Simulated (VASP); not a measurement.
# W8C8Br in VASP: single point with LDA

Aim: the single point of W8C8Br with LDA.

Everything below comes from runs of VASP 6.6.1. Logs are shortened: lines on timing, memory, paths and dates and some standing lists are left out, and cuts for length are marked.

### 1 The cell of the first run

The cell holds a slab with vacuum, 17 atoms: a = 5.751 Å, b = 5.751 Å, c = 15.226 Å, α = 90.00°, β = 90.00°, γ = 120.00°.

### 2 Single point, LDA

INCAR

```
SYSTEM = W8C8Br
PREC = Accurate
ENCUT = 520
EDIFF = 1E-6
ISMEAR = -1
SIGMA = 0.1
LREAL = Auto
LASPH = .TRUE.
NELM = 80
ALGO = Normal
ISIF = 2
LWAVE = .FALSE.
LCHARG = .TRUE.
GGA = CA
LELF = .TRUE.
LVHAR = .TRUE.
NBANDS = 90
```

KPOINTS

```
Automatic mesh
0
G
  2 2 1
  0 0 0
```

POSCAR

```
W8C8Br
1.0
    5.7513400000      0.0000000000      0.0000000000
   -2.8756700000      4.9808070000      0.0000000000
    0.0000000000      0.0000000000     15.2257100000
W C Br
8 8 1
Direct
    0.0000000000      0.0000000000      0.0656784000
   -0.0010636346      0.0002373601      0.2511436047
    0.0000000000      0.5000000000      0.0656784000
    0.0004833497      0.5009841522      0.2515666375
    0.5000000000      0.0000000000      0.0656784000
    0.5012901568      0.0002268321      0.2511418613
    0.5000000000      0.5000000000      0.0656784000
    0.5014933030      0.5030070771      0.2509837839
    0.3336192803      0.1672358177      0.1524242811
    0.3343658279      0.1687434378      0.3329453604
    0.3326391815      0.6666665364      0.1506105198
    0.3368486293      0.6693357817      0.3241245691
    0.8339060076      0.1678090108      0.1506548623
    0.8322779227      0.1645773750      0.3241899302
    0.8340299328      0.6666678717      0.1506144465
    0.8324558800      0.6693382906      0.3241253817
    0.3385349466      0.1770554884      0.4542797694
```

Potentials or basis: VASP PAW LDA potentials, release 64 (W_sv, C, Br).

Run with:

```sh
$ cat potpaw_LDA.64/W_sv/POTCAR potpaw_LDA.64/C/POTCAR potpaw_LDA.64/Br/POTCAR > POTCAR
$ mpirun -np 1 vasp_std > vasp.out
```

OUTCAR:

```text
SYSTEM = W8C8Br
   PREC = Accurate
   ENCUT = 520
   EDIFF = 1E-6
   ISMEAR = -1
   LREAL = Auto
   LASPH = .TRUE.
   NELM = 80
   ISIF = 2
   GGA = CA

 ion  position               nearest neighbor table
   1  0.000  0.000  0.066-  15 2.10  13 2.11   9 2.12   2 2.82   5 2.88   5 2.88   3 2.88   3 2.88
                             7 2.88   7 2.88
   2  0.999  0.000  0.251-  16 1.99  14 1.99  10 2.08   9 2.24  13 2.26  15 2.26   1 2.82   8 2.86
                             6 2.86   4 2.88   4 2.88   6 2.89   8 2.89
   3  0.000  0.500  0.066-  13 2.10  11 2.10  15 2.10   4 2.83   7 2.88   7 2.88   5 2.88   1 2.88
                             1 2.88   5 2.88
   4  0.000  0.501  0.252-  12 2.01  16 2.01  14 2.01  15 2.26  11 2.26  13 2.26   3 2.83   2 2.88
                             6 2.88   8 2.88   8 2.88   6 2.88   2 2.88
   5  0.500  0.000  0.066-  11 2.10  13 2.11   9 2.12   6 2.82   1 2.88   1 2.88   3 2.88   7 2.88
                             7 2.88   3 2.88
   6  0.501  0.000  0.251-  12 1.99  14 1.99  10 2.08   9 2.24  13 2.26  11 2.26   5 2.82   8 2.86
                             2 2.86   4 2.88   4 2.88   2 2.89   8 2.89
   7  0.500  0.500  0.066-  11 2.11  15 2.11   9 2.12   8 2.82   3 2.88   3 2.88   5 2.88   5 2.88
                             1 2.88   1 2.88
   8  0.501  0.503  0.251-  16 1.99  12 1.99  10 2.08   9 2.25  11 2.25  15 2.25   7 2.82   6 2.86
                             2 2.86   4 2.88   4 2.88   2 2.89   6 2.89
   9  0.334  0.167  0.152-   7 2.12   5 2.12   1 2.12   6 2.24   2 2.24   8 2.25
  10  0.334  0.169  0.333-  17 1.85   8 2.08   2 2.08   6 2.08
  11  0.333  0.667  0.151-   3 2.10   5 2.10   7 2.11   8 2.25   4 2.26   6 2.26
  12  0.337  0.669  0.324-   6 1.99   8 1.99   4 2.01
  13  0.834  0.168  0.151-   3 2.10   1 2.11   5 2.11   2 2.26   6 2.26   4 2.26
  14  0.832  0.165  0.324-   6 1.99   2 1.99   4 2.01
  15  0.834  0.667  0.151-   3 2.10   1 2.10   7 2.11   8 2.25   4 2.26   2 2.26
  16  0.832  0.669  0.324-   2 1.99   8 1.99   4 2.01
  17  0.339  0.177  0.454-  10 1.85

  LATTYP: Found a hexagonal cell.
 ALAT       =     5.7513400000
 C/A-ratio  =     2.6473326216

  Lattice vectors:

 A1 = (   5.7513400000,   0.0000000000,   0.0000000000)
 A2 = (  -2.8756700000,   4.9808070000,   0.0000000000)
 A3 = (   0.0000000000,   0.0000000000,  15.2257100000)

Analysis of symmetry for initial positions (statically):
=====================================================================
 Subroutine PRICEL returns:
 Original cell was already a primitive cell.

 Routine SETGRP: Setting up the symmetry group for a
 hexagonal supercell.

 Subroutine GETGRP returns: Found  1 space group operations
 (whereof  1 operations were pure point group operations)
 out of a pool of 24 trial point group operations.

The static configuration has the point symmetry C_1 .

[... 132 lines left out ...]
   NELECT =     151.0000    total number of electrons
   NUPDOWN=      -1.0000    fix difference up-down
   EMIN   =  10.00;   EMAX   =-10.00  energy-range for DOS
   EFERMI =   0.00;   METHOD = LEGACY
   ISMEAR =    -1;   SIGMA  =   0.10  broadening in eV -4-tet -1-fermi 0-gaus
   EFERMI_NEDOS =   21; number of points for ismear=-14 and -15
   IALGO  =     38    algorithm
   IMIX   =      4    mixing-type and parameters
     AMIX     =   0.40;   BMIX     =  1.00
     AMIX_MAG =   1.60;   BMIX_MAG =  1.00
  volume/ion in A,a.u.               =      25.66       173.14
  Fermi-wavevector in a.u.,A,eV,Ry     =   1.149525  2.172287 17.978840  1.321407
  Thomas-Fermi vector in A             =   2.286194
   LORBIT       =      0    0 simple, 1 ext, 2 COOP (PROOUT), +10 PAW based schemes
   GGA     = CA    functional components
   LHFCALC =     F    Hartree Fock is set to
   AEXX    =    0.0000 exact exchange contribution
   IVDW    =     0    specifies the selected vdW correction
   LEPSILON=     F    determine dielectric tensor
   LRPA    =     F    only Hartree local field effects (RPA)
 non-spin polarized calculation
  energy-cutoff  :      520.00
  volume of cell :      436.16
 maximum number of plane-waves:     11769
 NGX is ok and might be reduce to    48
   NGX = 21   NGY = 21   NGZ = 57

 number of electron     150.9999992 magnetization

 Free energy of the ion-electron system (eV)
  ---------------------------------------------------
  ext. energy  EPLUGINS =         0.00000000
  ---------------------------------------------------
  free energy    TOTEN  =      -182.21408731 eV

  energy without entropy =     -181.95392385  energy(sigma->0) =     -182.08400558

 E-fermi :   1.3752     XC(G=0):  -7.2163

 val. band max:        1.1029466746   @ k =   0.0000   0.5000   0.0000
 cond. band min:       1.3892759134   @ k =   0.0000   0.5000   0.0000
 fundamental gap:      0.2863292389
 Fermi energy:         1.3752193292

 k-point     1 :       0.0000    0.0000    0.0000
  band No.  band energies     occupation
      1     -72.3075      2.00000
      2     -72.2464      2.00000
      3     -72.2463      2.00000
      4     -72.2172      2.00000
      5     -71.9231      2.00000
      6     -71.8378      2.00000
[... 349 lines left out ...]
     86       3.2488      0.00000
     87       3.2604      0.00000
 [bands above 87 left out]

------------------------ aborting loop because EDIFF is reached ----------------------------------------

  FORCE on cell =-STRESS in cart. coord.  units (eV):
  Direction    XX          YY          ZZ          XY          YZ          ZX
  --------------------------------------------------------------------------------------
  -------------------------------------------------------------------------------------
  Total        1.1539506      1.3388383      1.7246236     -0.0000890     -0.3905739      0.0022111
  in kB        4.2388836      4.9180439      6.3351748     -0.0003271     -1.4347212      0.0081222
  external PRESSURE =       5.1640341 kB  Pullay stress =       0.0000000 kB

 VOLUME and BASIS-vectors are now :
 -----------------------------------------------------------------------------
  energy-cutoff  :      520.00
  volume of cell :      436.16
      direct lattice vectors                 reciprocal lattice vectors
     5.751340000  0.000000000  0.000000000     0.173872524  0.100385339  0.000000000
    -2.875670000  4.980807000  0.000000000     0.000000000  0.200770678  0.000000000
     0.000000000  0.000000000 15.225710000     0.000000000  0.000000000  0.065678382

 POSITION                                       TOTAL-FORCE (eV/Angst)
 -----------------------------------------------------------------------------------
      0.00000      0.00000      1.00000         0.094719      0.079814     -0.045402
      5.74454      0.00118      3.82384         0.023467      0.012457     -0.045517
     -1.43783      2.49040      1.00000        -0.000382      0.010321     -0.282039
     -1.43789      2.49531      3.83028        -0.000053     -0.005501     -0.059652
      2.87567      0.00000      1.00000        -0.094794      0.080003     -0.045807
      2.88244      0.00113      3.82381        -0.024586      0.013987     -0.045177
[... 9 lines left out ...]
      2.86294      3.33384      4.93504         0.003852      0.001244      0.178866
      1.43788      0.88188      6.91673         0.000442     -0.058462      0.042997
 -----------------------------------------------------------------------------------
    total drift:                                0.001557      0.003896      0.001786

  FREE ENERGIE OF THE ION-ELECTRON SYSTEM (eV)
  ---------------------------------------------------
  free  energy   TOTEN  =      -182.2140873065 eV

  energy  without entropy=     -181.9539238460  energy(sigma->0) =     -182.08400558
```

OSZICAR:

```text
N       E                     dE             d eps       ncg     rms          rms(c)
DAV:   1     0.179719823297E+04    0.17972E+04   -0.87660E+04   856   0.162E+03
DAV:   2    -0.847990584099E+02   -0.18820E+04   -0.18467E+04   824   0.489E+02
DAV:   3    -0.203806659890E+03   -0.11901E+03   -0.11568E+03   928   0.119E+02
[... 21 lines left out ...]
DAV:  25    -0.182214066017E+03   -0.30224E-04   -0.31087E-05   626   0.133E-02    0.489E-03
DAV:  26    -0.182214082110E+03   -0.16094E-04   -0.82239E-06   680   0.825E-03    0.539E-03
DAV:  27    -0.182214085473E+03   -0.33630E-05   -0.73305E-07   520   0.341E-03    0.546E-03
DAV:  28    -0.182214086555E+03   -0.10818E-05   -0.11839E-06   456   0.358E-03    0.146E-03
DAV:  29    -0.182214087306E+03   -0.75167E-06   -0.38601E-07   416   0.214E-03
   1 F= -.18221409E+03 E0= -.18208401E+03  d E =-.260163E+00
```

stdout:

```text
POSCAR found type information on POSCAR W C Br
 POSCAR found :  3 types and      17 ions
 scaLAPACK will be used
 LDA part: xc-table for (Slater(with rela. corr.)+CA(PZ))
 , standard interpolation
 POSCAR, INCAR and KPOINTS ok, starting setup
 FFT: planning ... GRIDC
 FFT: planning ... GRID_SOFT
 FFT: planning ... GRID
 WAVECAR not read
 entering main loop
```

It took 11 min on 1 thread of Intel Xeon 6975P-C, shared host; peak memory 0.48 GiB.

What came out:

```yaml
Free_energy: -182.2141 eV
Largest_force: 0.282 eV/Å
```

Forces on the atoms (eV/Å):
```
W    0.095  0.080 -0.045
W    0.023  0.012 -0.046
W    0.000  0.010 -0.282
W    0.000 -0.006 -0.060
W   -0.095  0.080 -0.046
W   -0.025  0.014 -0.045
W    0.000 -0.089 -0.066
W    0.001 -0.049 -0.046
C    0.000  0.000 -0.001
C    0.000 -0.005  0.043
C   -0.002  0.003  0.004
C   -0.003  0.001  0.179
C    0.000 -0.001  0.006
C    0.000  0.004  0.178
C    0.001  0.003  0.003
C    0.004  0.001  0.179
Br   0.000 -0.058  0.043
```

Levels at points of the mesh, in eV from the Fermi level:
| k point | band 74 | band 75 | band 76 | band 77 | band 78 | band 79 |
| --- | --- | --- | --- | --- | --- | --- |
| (0.00, 0.00, 0.00) | 0.11 | 0.19 | 0.19 | 0.24 | 1.16 | 1.49 |
| (0.50, 0.00, 0.00) | -0.88 | -0.41 | -0.29 | 0.02 | 0.71 | 1.00 |
| (0.00, 0.50, 0.00) | -0.87 | -0.41 | -0.27 | 0.01 | 0.69 | 0.99 |
| (0.50, 0.50, 0.00) | -0.88 | -0.41 | -0.29 | 0.02 | 0.71 | 1.00 |

Caveat: the k points lie up to 0.63 Å⁻¹ apart; spin-orbit coupling is left out, which moves the levels of the heavy elements; an odd number of electrons without spin polarisation forces a metal; a magnetic or distorted state may lie lower.
